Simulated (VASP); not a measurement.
# LiF (Griceite) (Fm-3m) in VASP: settings compared, part 2 of 2

VASP 6.6.1. The steps go on from the part before.

## 4. Single point, r2SCAN

This run uses another cell than the first one, of 8.50 Å³/atom, 1.020 times its volume.

Contents of POSCAR:

```
LiF
1.0
    0.0000000000      2.0405030393      2.0405030393
    2.0405030393      0.0000000000      2.0405030393
    2.0405030393      2.0405030393      0.0000000000
F Li
1 1
Direct
    0.5000000000      0.5000000000      0.5000000000
    0.0000000000      0.0000000000      0.0000000000
```

Contents of INCAR.step1:

```
SYSTEM = LiF
  ALGO = Normal
  EDIFF = 1E-4
  ENCUT = 520
  GGA = PE
  ISMEAR = -1
  LASPH = .True.
  LCHARG = .False.
  LREAL = .False.
  LWAVE = .True.
  NBANDS = 12
  NELM = 80
  PREC = Accurate
  SIGMA = 0.05
```

Contents of INCAR.step2:

```
SYSTEM = LiF
  ALGO = Normal
  EDIFF = 1E-7
  ENCUT = 520
  ISIF = 2
  ISMEAR = -1
  ISTART = 1
  LASPH = .True.
  LCHARG = .True.
  LELF = .True.
  LMIXTAU = .True.
  LREAL = .False.
  LVHAR = .True.
  LWAVE = .False.
  METAGGA = R2SCAN
  NBANDS = 12
  NELM = 80
  PREC = Accurate
  SIGMA = 0.05
```

Contents of KPOINTS:

```
k-points
0
Gamma
  11 11 11
  0 0 0
```

Potentials or basis: VASP PAW PBE potentials, release 64 (F, Li_sv).

Launch:

```
cat potpaw_PBE.64/F/POTCAR potpaw_PBE.64/Li_sv/POTCAR > POTCAR
cp INCAR.step1 INCAR
mpirun -np 1 vasp_std > vasp.out
cp INCAR.step2 INCAR
mpirun -np 1 vasp_std > vasp.out
```

OUTCAR:

```text
SYSTEM = LiF
   EDIFF = 1E-7
   ENCUT = 520
   ISIF = 2
   ISMEAR = -1
   ISTART = 1
   LASPH = .True.
   LREAL = .False.
   METAGGA = R2SCAN
   NELM = 80
   PREC = Accurate

 ion  position               nearest neighbor table
   1  0.500  0.500  0.500-   2 2.04   2 2.04   2 2.04   2 2.04   2 2.04   2 2.04
   2  0.000  0.000  0.000-   1 2.04   1 2.04   1 2.04   1 2.04   1 2.04   1 2.04

  LATTYP: Found a face centered cubic cell.
 ALAT       =     4.0810060786

  Lattice vectors:

 A1 = (   0.0000000000,   2.0405030393,   2.0405030393)
 A2 = (   2.0405030393,   0.0000000000,   2.0405030393)
 A3 = (   2.0405030393,   2.0405030393,   0.0000000000)

Analysis of symmetry for initial positions (statically):
=====================================================================
 Subroutine PRICEL returns:
 Original cell was already a primitive cell.

 Routine SETGRP: Setting up the symmetry group for a
 face centered cubic supercell.

 Subroutine GETGRP returns: Found 48 space group operations
 (whereof 48 operations were pure point group operations)
 out of a pool of 48 trial point group operations.

The static configuration has the point symmetry O_h .

Analysis of symmetry for dynamics (positions and initial velocities):
=====================================================================
 Subroutine PRICEL returns:
 Original cell was already a primitive cell.

 Routine SETGRP: Setting up the symmetry group for a
 face centered cubic supercell.

 Subroutine GETGRP returns: Found 48 space group operations
 (whereof 48 operations were pure point group operations)
 out of a pool of 48 trial point group operations.

The dynamic configuration has the point symmetry O_h .

 Subroutine INISYM returns: Found 48 space group operations
 (whereof 48 operations are pure point group operations),
 and found     1 'primitive' translations

----------------------------------------------------------------------------------------

                                     Primitive cell
[... 114 lines left out ...]
  Thomas-Fermi vector in A             =   2.497570
   LORBIT       =      0    0 simple, 1 ext, 2 COOP (PROOUT), +10 PAW based schemes
   METAGGA = R2SCAN    functional components
   LHFCALC =     F    Hartree Fock is set to
   AEXX    =    0.0000 exact exchange contribution
   IVDW    =     0    specifies the selected vdW correction
   LEPSILON=     F    determine dielectric tensor
   LRPA    =     F    only Hartree local field effects (RPA)
 non-spin polarized calculation
  energy-cutoff  :      520.00
  volume of cell :       16.99
 maximum number of plane-waves:       471
 NGX is ok and might be reduce to    24
   NGX = 11   NGY = 11   NGZ = 11

 number of electron       9.9999994 magnetization

 Free energy of the ion-electron system (eV)
  ---------------------------------------------------
  ext. energy  EPLUGINS =         0.00000000
  ---------------------------------------------------
  free energy    TOTEN  =       -11.88404628 eV

  energy without entropy =      -11.88404628  energy(sigma->0) =      -11.88404628

 E-fermi :  -0.5565     XC(G=0): -10.3368

 val. band max:       -1.8674901806   @ k =   0.0000   0.0000   0.0000
 cond. band min:       8.0272771462   @ k =   0.0000   0.0000   0.0000
 fundamental gap:      9.8947673267
 Fermi energy:        -0.5565105241

 k-point     1 :       0.0000    0.0000    0.0000
  band No.  band energies     occupation
      1     -44.0203      2.00000
      2     -22.8603      2.00000
      3      -1.8675      2.00000
      4      -1.8675      2.00000
      5      -1.8675      2.00000
      6       8.0273      0.00000
      7      23.2191      0.00000
      8      23.2191      0.00000
      9      23.2192      0.00000
     10      23.6454      0.00000
     11      23.6454      0.00000
     12      23.6473      0.00000
[... 331 lines left out ...]
 k-point    24 :      -0.1818    0.1818    0.0000
  band No.  band energies     occupation
      1     -43.9888      2.00000
      2     -22.6015      2.00000
      3      -3.2359      2.00000
      4      -2.5421      2.00000
      5      -1.9472      2.00000
      6       9.9231      0.00000
      7      16.1444      0.00000
      8      19.3002      0.00000
      9      19.6756      0.00000
     10      25.6487      0.00000
     11      26.5892      0.00000
     12      29.0526      0.00000

 [... further k-points ...]
[... 5 lines left out ...]
  --------------------------------------------------------------------------------------
  -------------------------------------------------------------------------------------
  Total       -0.5835056     -0.5835056     -0.5835056      0.0000000      0.0000000      0.0000000
  in kB      -55.0191546    -55.0191546    -55.0191546      0.0000000      0.0000000      0.0000000
  external PRESSURE =     -55.0191546 kB  Pullay stress =       0.0000000 kB

 VOLUME and BASIS-vectors are now :
 -----------------------------------------------------------------------------
  energy-cutoff  :      520.00
  volume of cell :       16.99
      direct lattice vectors                 reciprocal lattice vectors
     0.000000000  2.040503039  2.040503039    -0.245037616  0.245037616  0.245037616
     2.040503039  0.000000000  2.040503039     0.245037616 -0.245037616  0.245037616
     2.040503039  2.040503039  0.000000000     0.245037616  0.245037616 -0.245037616

 POSITION                                       TOTAL-FORCE (eV/Angst)
 -----------------------------------------------------------------------------------
      2.04050      2.04050      2.04050        -0.000000      0.000000      0.000000
      0.00000      0.00000      0.00000         0.000000     -0.000000     -0.000000
 -----------------------------------------------------------------------------------
    total drift:                               -0.000000     -0.000000      0.000000

  FREE ENERGIE OF THE ION-ELECTRON SYSTEM (eV)
  ---------------------------------------------------
  free  energy   TOTEN  =       -11.8840462770 eV

  energy  without entropy=      -11.8840462770  energy(sigma->0) =      -11.88404628
```

OSZICAR.step1:

```text
N       E                     dE             d eps       ncg     rms          rms(c)
DAV:   1     0.338977494528E+02    0.33898E+02   -0.54032E+03  1384   0.847E+02
DAV:   2    -0.883855261651E+01   -0.42736E+02   -0.41819E+02  1628   0.190E+02
DAV:   3    -0.101360737445E+02   -0.12975E+01   -0.12926E+01  1820   0.286E+01
DAV:   4    -0.101528199328E+02   -0.16746E-01   -0.16745E-01  1532   0.340E+00
DAV:   5    -0.101530278995E+02   -0.20797E-03   -0.20797E-03  1744   0.275E-01    0.455E+00
DAV:   6    -0.962919083895E+01    0.52384E+00   -0.25780E+00  1504   0.982E+00    0.142E+00
DAV:   7    -0.963343472843E+01   -0.42439E-02   -0.17265E-02  1812   0.116E+00    0.869E-01
DAV:   8    -0.964044209971E+01   -0.70074E-02   -0.15821E-02  1664   0.130E+00    0.113E-01
DAV:   9    -0.964047145334E+01   -0.29354E-04   -0.93592E-04  1588   0.274E-01
   1 F= -.96404715E+01 E0= -.96404715E+01  d E =-.567050E-12
```

Wall time 64 s (1 thread of Intel Xeon 8259CL, shared host); peak memory 0.14 GiB.

Results:

```yaml
Free_energy: -11.8840 eV
Band_gap_on_the_k_mesh: 9.89 eV, direct
```

Caveat: the cutoff is under 1.25 times the usual one of these potentials, so pressure, stress and relaxed cells hold a basis-set (Pulay) error; the PAW data sets were made with another functional, which shifts forces and pressure a little.

## 5. Overview

| level | cell | k mesh | gap on the mesh (eV) |
| --- | --- | --- | --- |
| r2SCAN | a = 2.867 Å, angles 60.0°, 2 atoms | 11 × 11 × 11 | 10.07 |
| PBE | a = 2.848 Å, angles 60.0°, 2 atoms | 8 × 8 × 8 | 9.09 |
| r2SCAN | a = 2.886 Å, angles 60.0°, 2 atoms | 11 × 11 × 11 | 9.89 |

Alike in all rows: task single point; potentials or basis VASP PAW PBE potentials, release 64 (F, Li_sv); no spin polarisation; cutoff (eV) 520; smearing fermi-dirac 0.05 eV.

Caveats: the cutoff is under 1.25 times the usual one of these potentials, so pressure, stress and relaxed cells hold a basis-set (Pulay) error; the PAW data sets were made with another functional, which shifts forces and pressure a little (some runs).

Absolute energies hang on the potentials; compare differences alone.
